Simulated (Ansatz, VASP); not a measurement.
**CdSiP2: VASP beside Ansatz**

INCAR

```
SYSTEM = CdSiP2
PREC = Accurate ; ENCUT = 500
EDIFF = 1E-6 ; ISMEAR = 0
SIGMA = 0.01 ; LREAL = .FALSE.
LASPH = .TRUE. ; NELM = 120
ALGO = Normal ; ISIF = 2
LWAVE = .FALSE. ; LCHARG = .FALSE.
GGA = PE ; NBANDS = 36
GGA_COMPAT = .FALSE.
```

Contents of KPOINTS:

```
Automatic mesh
0
G
  6 6 6
  0 0 0
```

The input POSCAR:

```
CdSiP2
1.0
   -2.8905895853      2.8905895853      5.3421122327
    2.8905895853     -2.8905895853      5.3421122327
    2.8905895853      2.8905895853     -5.3421122327
Cd Si P
2 2 4
Direct
    0.7500000000      0.2500000000      0.5000000000
    0.0000000000      0.0000000000      0.0000000000
    0.5000000000      0.5000000000      0.0000000000
    0.2500000000      0.7500000000      0.5000000000
    0.8750000000      0.8293936402      0.4543936402
    0.1706063598      0.6250000000      0.0456063598
    0.3750000000      0.4206063598      0.5456063598
    0.5793936402      0.1250000000      0.9543936402
```

Input for Ansatz:

```yaml
crystal:
  lattice:
    - [-2.8905895853, 2.8905895853, 5.3421122327]
    - [2.8905895853, -2.8905895853, 5.3421122327]
    - [2.8905895853, 2.8905895853, -5.3421122327]
  atoms:
    - { symbol: Cd, position: [0.75, 0.25, 0.5] }
    - { symbol: Cd, position: [0.0, 0.0, 0.0] }
    - { symbol: Si, position: [0.5, 0.5, 0.0] }
    - { symbol: Si, position: [0.25, 0.75, 0.5] }
    - { symbol: P, position: [0.875, 0.8293936402, 0.4543936402] }
    - { symbol: P, position: [0.1706063598, 0.625, 0.0456063598] }
    - { symbol: P, position: [0.375, 0.4206063598, 0.5456063598] }
    - { symbol: P, position: [0.5793936402, 0.125, 0.9543936402] }
kpoints:
  mp_grid: { grid: [6, 6, 6] }
hamiltonian:
  xc: pbe
scf:
  occupations: { method: fixed }
  n_extra_bands: 6
output:
  forces: true
  stress: true
  eigenvalues: true
```

Alike in both runs: task single point; functional PBE; k mesh 6 × 6 × 6; no spin polarisation.

|  | VASP | Ansatz |
| --- | --- | --- |
| version | VASP 6.6.1 | Ansatz 0.2.0 |
| potentials or method | VASP PAW PBE potentials, release 64 (Cd, Si, P) | plane waves, PAW |
| plane-wave cutoff (eV) | 500 | 420 |
| occupations | gaussian, width 0.01 eV | fixed |
| valence electrons in the cell | 52 | 68 |

|  | VASP | Ansatz | Ansatz less VASP |
| --- | --- | --- | --- |
| gap on the k mesh at the Fermi level (eV) | 1.47 | 1.47 | 0.000 |
| pressure (GPa) | -2.0 | -2.1 | -0.07 |
| traceless stress, the component that is largest in VASP (GPa) | 0.07 | 0.08 | +0.014 |
| rms of the force components (eV/Å) | 0.033 | 0.017 | -0.0154 |

Atom by atom the forces differ by 0.015 eV/Å (rms over components). VASP's potentials hold 52 valence electrons a cell and Ansatz's 68, so a difference there can come from the potentials and not from the codes.
